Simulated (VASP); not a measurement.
# AlC (Pm-3m) in VASP: a series of runs

Runs on AlC. Level: PBE. Tasks: single point, relaxation of cell and atoms.

All numbers are computed with VASP 6.6.1; they aren't measurements. Logs are shortened: lines on timing, memory, paths and dates and some standing lists are left out, and cuts for length are marked.

## 1. The cell of the first run

The structure is cubic, space group Pm-3m (No. 221). Conventional cell: a = 2.696 Å, b = 2.696 Å, c = 2.696 Å, α = 90.00°, β = 90.00°, γ = 90.00°. Within 3.1 Å of Al (site symmetry m-3m) lie 8 C at 2.33 Å and 6 Al at 2.70 Å. C (site symmetry m-3m) has 8 Al at 2.33 Å and 6 C at 2.70 Å within 3.1 Å.

## 2. Single point, PBE

INCAR

```
SYSTEM = AlC
ALGO = Normal
EDIFF = 1E-7
ENCUT = 520
GGA = PE
ISIF = 2
ISMEAR = 0
LASPH = .True.
LCHARG = .False.
LREAL = .False.
LWAVE = .False.
NBANDS = 10
NELM = 100
PREC = Accurate
SIGMA = 0.1
```

KPOINTS

```
k-points
0
Gamma
  20 20 20
  0 0 0
```

POSCAR

```
AlC
1.0
    2.6961649214      0.0000000000      0.0000000000
    0.0000000000      2.6961649214      0.0000000000
    0.0000000000      0.0000000000      2.6961649214
Al C
1 1
Direct
    0.5000000000      0.5000000000      0.5000000000
    0.0000000000      0.0000000000      0.0000000000
```

Potentials or basis: VASP PAW PBE potentials, release 64 (Al, C).

Run with:

```sh
$ cat potpaw_PBE.64/Al/POTCAR potpaw_PBE.64/C/POTCAR > POTCAR
$ mpirun -np 1 vasp_std > vasp.out
```

OUTCAR:

```text
SYSTEM = AlC
   EDIFF = 1E-7
   ENCUT = 520
   GGA = PE
   ISIF = 2
   ISMEAR = 0
   LASPH = .True.
   LREAL = .False.
   NELM = 100
   PREC = Accurate

 ion  position               nearest neighbor table
   1  0.500  0.500  0.500-   2 2.33   2 2.33   2 2.33   2 2.33   2 2.33   2 2.33   2 2.33   2 2.33

   2  0.000  0.000  0.000-   1 2.33   1 2.33   1 2.33   1 2.33   1 2.33   1 2.33   1 2.33   1 2.33

  LATTYP: Found a simple cubic cell.
 ALAT       =     2.6961649214

  Lattice vectors:

 A1 = (   2.6961649214,   0.0000000000,   0.0000000000)
 A2 = (   0.0000000000,   2.6961649214,   0.0000000000)
 A3 = (   0.0000000000,   0.0000000000,   2.6961649214)

Analysis of symmetry for initial positions (statically):
=====================================================================
 Subroutine PRICEL returns:
 Original cell was already a primitive cell.

 Routine SETGRP: Setting up the symmetry group for a
 simple cubic supercell.

 Subroutine GETGRP returns: Found 48 space group operations
 (whereof 48 operations were pure point group operations)
 out of a pool of 48 trial point group operations.

The static configuration has the point symmetry O_h .

Analysis of symmetry for dynamics (positions and initial velocities):
=====================================================================
 Subroutine PRICEL returns:
 Original cell was already a primitive cell.

 Routine SETGRP: Setting up the symmetry group for a
 simple cubic supercell.

 Subroutine GETGRP returns: Found 48 space group operations
 (whereof 48 operations were pure point group operations)
 out of a pool of 48 trial point group operations.

The dynamic configuration has the point symmetry O_h .

 Subroutine INISYM returns: Found 48 space group operations
 (whereof 48 operations are pure point group operations),
 and found     1 'primitive' translations

----------------------------------------------------------------------------------------

                                     Primitive cell

  volume of cell :      19.5992

  direct lattice vectors                    reciprocal lattice vectors
     2.696164921  0.000000000  0.000000000     0.370897193  0.000000000  0.000000000
     0.000000000  2.696164921  0.000000000     0.000000000  0.370897193  0.000000000
     0.000000000  0.000000000  2.696164921     0.000000000  0.000000000  0.370897193

  length of vectors
     2.696164921  2.696164921  2.696164921     0.370897193  0.370897193  0.370897193

  position of ions in fractional coordinates (direct lattice)
     0.500000000  0.500000000  0.500000000
     0.000000000  0.000000000  0.000000000

  ion indices of the primitive-cell ions
   primitive index   ion index
                 1           1
                 2           2

----------------------------------------------------------------------------------------

 KPOINTS: k-points

Automatic generation of k-mesh.
 Grid dimensions read from file:
 generate k-points for:   20   20   20

 Generating k-lattice:

  Cartesian coordinates                     Fractional coordinates (reciprocal lattice)
     0.018544860  0.000000000  0.000000000     0.050000000  0.000000000  0.000000000
     0.000000000  0.018544860  0.000000000     0.000000000  0.050000000  0.000000000
     0.000000000  0.000000000  0.018544860     0.000000000  0.000000000  0.050000000

  Length of vectors
     0.018544860  0.018544860  0.018544860

  Shift w.r.t. Gamma in fractional coordinates (k-lattice)
     0.000000000  0.000000000  0.000000000

 Subroutine IBZKPT returns following result:
 ===========================================

 Found    286 irreducible k-points:

 Following reciprocal coordinates:
            Coordinates               Weight
  0.000000  0.000000  0.000000      1.000000
  0.050000  0.000000  0.000000      6.000000
  0.100000  0.000000  0.000000      6.000000
  0.150000  0.000000  0.000000      6.000000
  0.200000  0.000000  0.000000      6.000000
  0.250000  0.000000  0.000000      6.000000
[... 16 lines left out ...]
  0.150000  0.100000  0.000000     24.000000
  0.200000  0.100000  0.000000     24.000000
 [... further k-points ...]
   k-points           NKPTS =    286   k-points in BZ     NKDIM =    286   number of bands    NBANDS=     10
   number of dos      NEDOS =    301   number of ions     NIONS =      2
   total plane-waves  NPLWV =   8000
   dimension x,y,z NGX =    20 NGY =   20 NGZ =   20
   dimension x,y,z NGXF=    40 NGYF=   40 NGZF=   40
   ions per type =               1   1
   NGX,Y,Z   is equivalent  to a cutoff of  12.33, 12.33, 12.33 a.u.
   NGXF,Y,Z  is equivalent  to a cutoff of  24.66, 24.66, 24.66 a.u.
 SYSTEM =  AlC
   PREC   = accura    normal or accurate (medium, high low for compatibility)
   ISTART =      0    job   : 0-new  1-cont  2-samecut
   ICHARG =      2    charge: 1-file 2-atom 10-const
   ISPIN  =      1    spin polarized calculation?
   LNONCOLLINEAR =      F non collinear calculations
   LSORBIT =      F    spin-orbit coupling
   LASPH  =      T    aspherical Exc in radial PAW
   ENCUT  =  520.0 eV  38.22 Ry    6.18 a.u.   5.01  5.01  5.01*2*pi/ulx,y,z
   NELM   =    100;   NELMIN=  2; NELMDL= -5     # of ELM steps
   EDIFF  = 0.1E-06   stopping-criterion for ELM
   LREAL  =      F    real-space projection
   EDIFFG = 0.1E-05   stopping-criterion for IOM
   NSW    =      0    number of steps for IOM
   IBRION =     -1    ionic relax: 0-MD 1-quasi-New 2-CG
   NFREE  =      0    steps in history (QN), initial steepest desc. (CG)
   ISIF   =      2    stress and relaxation
   ISYM   =      2    0-nonsym 1-usesym 2-fastsym
   POTIM  = 0.5000    time-step for ionic-motion
   TEBEG  =    0.0;   TEEND  =   0.0 temperature during run
   PSTRESS=    0.0 pullay stress
   NELECT =       7.0000    total number of electrons
   NUPDOWN=      -1.0000    fix difference up-down
   EMIN   =  10.00;   EMAX   =-10.00  energy-range for DOS
   EFERMI =   0.00;   METHOD = LEGACY
   ISMEAR =     0;   SIGMA  =   0.10  broadening in eV -4-tet -1-fermi 0-gaus
   EFERMI_NEDOS =   21; number of points for ismear=-14 and -15
   IALGO  =     38    algorithm
   IMIX   =      4    mixing-type and parameters
     AMIX     =   0.40;   BMIX     =  1.00
     AMIX_MAG =   1.60;   BMIX_MAG =  1.00
  volume/ion in A,a.u.               =       9.80        66.13
  Fermi-wavevector in a.u.,A,eV,Ry     =   1.161523  2.194960 18.356098  1.349135
  Thomas-Fermi vector in A             =   2.298094
   LORBIT       =      0    0 simple, 1 ext, 2 COOP (PROOUT), +10 PAW based schemes
   GGA     = PE    functional components
   LHFCALC =     F    Hartree Fock is set to
   AEXX    =    0.0000 exact exchange contribution
   IVDW    =     0    specifies the selected vdW correction
   LEPSILON=     F    determine dielectric tensor
   LRPA    =     F    only Hartree local field effects (RPA)
 non-spin polarized calculation
 Gauss-broadening in eV      SIGMA  =   0.10
  energy-cutoff  :      520.00
  volume of cell :       19.60
 maximum number of plane-waves:       552
   NGX = 11   NGY = 11   NGZ = 11

 number of electron       7.0000000 magnetization

 Free energy of the ion-electron system (eV)
  ---------------------------------------------------
  ext. energy  EPLUGINS =         0.00000000
  ---------------------------------------------------
  free energy    TOTEN  =       -10.34171996 eV

  energy without entropy =      -10.33692121  energy(sigma->0) =      -10.33932058

 E-fermi :   9.8405     XC(G=0): -11.7153

 val. band max:        9.8370521217   @ k =   0.2500   0.0500   0.0000
 cond. band min:       9.8415588982   @ k =   0.2500   0.0500   0.0500
 fundamental gap:      0.0045067766
 Fermi energy:         9.8405321867

 k-point     1 :       0.0000    0.0000    0.0000
  band No.  band energies     occupation
      1      -5.8707      2.00000
      2       9.6036      1.99920
      3       9.6036      1.99920
      4       9.6036      1.99920
      5      13.5402      0.00000
      6      15.6697      0.00000
      7      15.6697      0.00000
      8      25.3194      0.00000
      9      25.3194      0.00000
     10      25.3194      0.00000

 k-point     2 :       0.0500    0.0000    0.0000
  band No.  band energies     occupation
      1      -5.8262      2.00000
      2       9.1838      2.00000
      3       9.6302      1.99707
      4       9.6302      1.99707
      5      13.6969      0.00000
      6      15.7183      0.00000
      7      15.9720      0.00000
      8      25.1928      0.00000
      9      25.1928      0.00000
     10      25.2856      0.00000

 k-point     3 :       0.1000    0.0000    0.0000
  band No.  band energies     occupation
      1      -5.6933      2.00000
      2       8.2040      2.00000
      3       9.7088      1.93749
      4       9.7088      1.93749
      5      13.9724      0.00000
      6      15.8637      0.00000
      7      16.7704      0.00000
      8      24.8228      0.00000
      9      24.8228      0.00000
     10      25.2183      0.00000

 k-point     4 :       0.1500    0.0000    0.0000
  band No.  band energies     occupation
      1      -5.4732      2.00000
      2       7.0128      2.00000
      3       9.8355      1.05722
      4       9.8355      1.05722
      5      14.2418      0.00000
      6      16.1049      0.00000
      7      17.7629      0.00000
      8      24.2492      0.00000
      9      24.2492      0.00000
     10      25.2264      0.00000

 k-point     5 :       0.2000    0.0000    0.0000
  band No.  band energies     occupation
      1      -5.1681      2.00000
      2       5.7713      2.00000
      3      10.0031      0.02148
      4      10.0031      0.02148
      5      14.5257      0.00000
      6      16.4397      0.00000
      7      18.6276      0.00000
      8      23.5426      0.00000
      9      23.5426      0.00000
     10      25.4830      0.00000

 k-point     6 :       0.2500    0.0000    0.0000
  band No.  band energies     occupation
      1      -4.7820      2.00000
      2       4.5493      2.00000
      3      10.2010      0.00000
      4      10.2010      0.00000
      5      14.8437      0.00000
      6      16.8640      0.00000
      7      19.1318      0.00000
      8      22.7854      0.00000
      9      22.7854      0.00000
     10      26.1551      0.00000
[... 183 lines left out ...]
 k-point    21 :       0.5000    0.0500    0.0000
  band No.  band energies     occupation
      1      -2.5270      2.00000
      2       0.3854      2.00000
      3      10.6948      0.00000
      4      10.9873      0.00000
      5      16.5972      0.00000
      6      17.6891      0.00000
      7      18.8657      0.00000
      8      20.5073      0.00000
      9      21.5245      0.00000
     10      22.8720      0.00000

 k-point    22 :       0.1000    0.1000    0.0000
  band No.  band energies     occupation
      1      -5.5167      2.00000
      2       8.2990      2.00000
      3       8.3670      2.00000
      4       9.8141      1.29196
      5      14.4766      0.00000
      6      16.5443      0.00000
      7      17.1897      0.00000
      8      23.9314      0.00000
      9      24.5167      0.00000
     10      25.5965      0.00000

 k-point    23 :       0.1500    0.1000    0.0000
  band No.  band energies     occupation
      1      -5.2973      2.00000
      2       7.1525      2.00000
      3       8.4901      2.00000
      4       9.9407      0.15678
      5      14.7723      0.00000
      6      16.8204      0.00000
      7      17.9579      0.00000
      8      23.3361      0.00000
      9      24.1031      0.00000
     10      25.7644      0.00000

 k-point    24 :       0.2000    0.1000    0.0000
  band No.  band energies     occupation
      1      -4.9933      2.00000
      2       5.9201      2.00000
      3       8.6994      2.00000
      4      10.1082      0.00015
      5      15.0663      0.00000
      6      17.0153      0.00000
      7      18.6683      0.00000
      8      22.8426      0.00000
      9      23.5246      0.00000
     10      26.0478      0.00000

 [... further k-points ...]

------------------------ aborting loop because EDIFF is reached ----------------------------------------

  FORCE on cell =-STRESS in cart. coord.  units (eV):
  Direction    XX          YY          ZZ          XY          YZ          ZX
  --------------------------------------------------------------------------------------
  -------------------------------------------------------------------------------------
  Total        0.0022052      0.0022052      0.0022052      0.0000000     -0.0000000      0.0000000
  in kB        0.1802711      0.1802711      0.1802711      0.0000000     -0.0000000      0.0000000
  external PRESSURE =       0.1802711 kB  Pullay stress =       0.0000000 kB

 VOLUME and BASIS-vectors are now :
 -----------------------------------------------------------------------------
  energy-cutoff  :      520.00
  volume of cell :       19.60
      direct lattice vectors                 reciprocal lattice vectors
     2.696164921  0.000000000  0.000000000     0.370897193  0.000000000  0.000000000
     0.000000000  2.696164921  0.000000000     0.000000000  0.370897193  0.000000000
     0.000000000  0.000000000  2.696164921     0.000000000  0.000000000  0.370897193

 POSITION                                       TOTAL-FORCE (eV/Angst)
 -----------------------------------------------------------------------------------
      1.34808      1.34808      1.34808         0.000000      0.000000      0.000000
      0.00000      0.00000      0.00000         0.000000      0.000000      0.000000
 -----------------------------------------------------------------------------------
    total drift:                               -0.000000      0.000000     -0.000000

  FREE ENERGIE OF THE ION-ELECTRON SYSTEM (eV)
  ---------------------------------------------------
  free  energy   TOTEN  =       -10.3417199590 eV

  energy  without entropy=      -10.3369212074  energy(sigma->0) =      -10.33932058
```

Run time: 50 s. Hardware: 1 thread of Intel Xeon 8259CL, shared host; peak memory 0.16 GiB.

What came out:

| Property | Result |
| --- | --- |
| Free energy | -10.3417 eV |
| Pressure | 0.0 GPa |
| Band gap on the k mesh | zero (an odd number of electrons rules out a gap without spin polarisation) |

Levels at points of the mesh, in eV from the Fermi level:
```csv
k point,band 2,band 3,band 4,band 5,band 6,band 7
"(0.00, 0.00, 0.00)",-0.24,-0.24,-0.24,3.70,5.83,5.83
"(0.50, 0.00, 0.00)",-9.50,1.12,1.12,6.59,8.42,9.46
"(0.50, 0.50, 0.00)",-6.45,-6.45,-1.88,2.41,10.28,10.28
"(0.50, 0.50, 0.50)",-3.83,-3.83,-3.83,1.06,1.06,1.06
```

Caveat: an odd number of electrons without spin polarisation forces a metal; a magnetic or distorted state may lie lower.

## 3. Relaxation of cell and atoms, PBE

This run uses another cell than the first one, of 9.75 Å³/atom.

INCAR

```
  ALGO = Normal
  EDIFF = 1E-7
  EDIFFG = -0.01
  ENCUT = 600
  GGA = PE
  IBRION = 2
  ISIF = 3
  ISMEAR = 0
  LASPH = True
  LCHARG = False
  LREAL = False
  LWAVE = False
  NELM = 60
  NSW = 100
  PREC = Accurate
  SIGMA = 0.1
```

KPOINTS

```
k-points
0
Gamma
  20 20 20
```

POSCAR

```
AlC
1.0
    2.6915994382      0.0000000000      0.0000000000
    0.0000000000      2.6915994382      0.0000000000
    0.0000000000      0.0000000000      2.6915994382
Al C
1 1
Direct
    0.5000000000      0.5000000000      0.5000000000
    0.0000000000      0.0000000000      0.0000000000
```

Potentials or basis: VASP PAW PBE potentials, release 64 (Al, C).

Run with:

```sh
$ cat potpaw_PBE.64/Al/POTCAR potpaw_PBE.64/C/POTCAR > POTCAR
$ mpirun -np 1 vasp_std > vasp.out
```

Wall time 84 s (1 thread of Intel Xeon 8259CL, shared host); peak memory 0.18 GiB.

It converged, with:

* Free energy: -10.3421 eV
* Relaxed volume: 9.80 Å³/atom
* Relaxed cell: a = 2.696 Å, b = 2.696 Å, c = 2.696 Å, α = 90.00°, β = 90.00°, γ = 90.00°
* Space group after relaxing (to 0.1 Å): Pm-3m (No. 221)
* Energy gained by relaxing: 0.1 meV/atom
* Ionic steps: 3
* Pressure after relaxing: 0.0 GPa
* Band gap on the k mesh: zero (an odd number of electrons rules out a gap without spin polarisation)

Step by step:
```csv
step,energy change (eV),largest force (eV/Å),pressure (GPa),volume (Å³)
1,0.0000,0.0000,0.76,19.50
2,-0.0002,0.0000,-0.32,19.63
3,-0.0002,0.0000,0.00,19.59
```

Final structure:
```
Al C
1.0
     2.69579    0.00000    0.00000
     0.00000    2.69579    0.00000
     0.00000    0.00000    2.69579
Al C
1 1
Direct
  0.50000 0.50000 0.50000
  0.00000 0.00000 0.00000
```

Levels at points of the mesh, in eV from the Fermi level:
```
           k point  band 1  band 2  band 3  band 4  band 5  band 6  band 7
(0.00, 0.00, 0.00)  -15.72   -0.24   -0.24   -0.24    3.70    5.83    5.83
(0.50, 0.00, 0.00)  -12.41   -9.50    1.12    1.12    6.60    8.43    9.46
(0.50, 0.50, 0.00)   -9.58   -6.45   -6.45   -1.88    2.41   10.28   10.28
(0.50, 0.50, 0.50)   -7.02   -3.83   -3.83   -3.83    1.06    1.06    1.06
```

Caveat: an odd number of electrons without spin polarisation forces a metal; a magnetic or distorted state may lie lower.
